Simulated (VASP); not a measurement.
Write the native input for VASP 6.6.1 that does the following.

| Item | Value |
| --- | --- |
| Task | single point |
| Functional | LDA |
| Potentials or basis | VASP PAW LDA potentials, release 64 (Au) |
| Cutoff | 520 eV |
| k mesh | 18 × 18 × 18 |
| Occupations | fermi-dirac, width 0.05 eV |
| Spin | non-collinear spin, zero start, spin-orbit coupling |
| Starting moments | [[0.0, 0.0, 0.0]] μB |
| Dipole correction | no |
| Further INCAR settings | ALGO = Normal; EDIFF = 1e-06; NBANDS = 22 |

The structure of Au lies in POSCAR:

```
Au
1.0
   -1.6034351987      1.6034351987      1.6034351987
    1.6034351987     -1.6034351987      1.6034351987
    1.6034351987      1.6034351987     -1.6034351987
Au
1
Direct
    0.0000000000      0.0000000000      0.0000000000
```

This isn't the form of Au at room conditions, which is fcc.

One way to write it, as run:

INCAR

```
  PREC = Accurate
  ENCUT = 520
  EDIFF = 1E-6
  ISMEAR = -1
  SIGMA = 0.05
  LREAL = False
  LASPH = True
  NELM = 150
  ALGO = Normal
  ISIF = 2
  LWAVE = False
  LCHARG = True
  MAGMOM = 0 0 0
  LORBIT = 11
  LSORBIT = True
  GGA_COMPAT = False
  LORBMOM = True
  LMAXMIX = 4
  GGA = CA
  LVHAR = True
  NBANDS = 22
```

KPOINTS

```
regular mesh
0
Gamma
  18 18 18
```

Potentials or basis: VASP PAW LDA potentials, release 64 (Au).

Run with:

```sh
$ cat potpaw_LDA.64/Au/POTCAR > POTCAR
$ mpirun -np 1 vasp_ncl > vasp.out
```

It gave:

```
Pressure                                              : 0.8 GPa
Net moment                                            : 0.00 μB per cell
Valence electrons inside the program's atomic spheres : Au 9.70
```

Run time: 2.9 min on 1 thread of Intel Xeon 8259CL (shared host), peak memory 0.24 GiB.
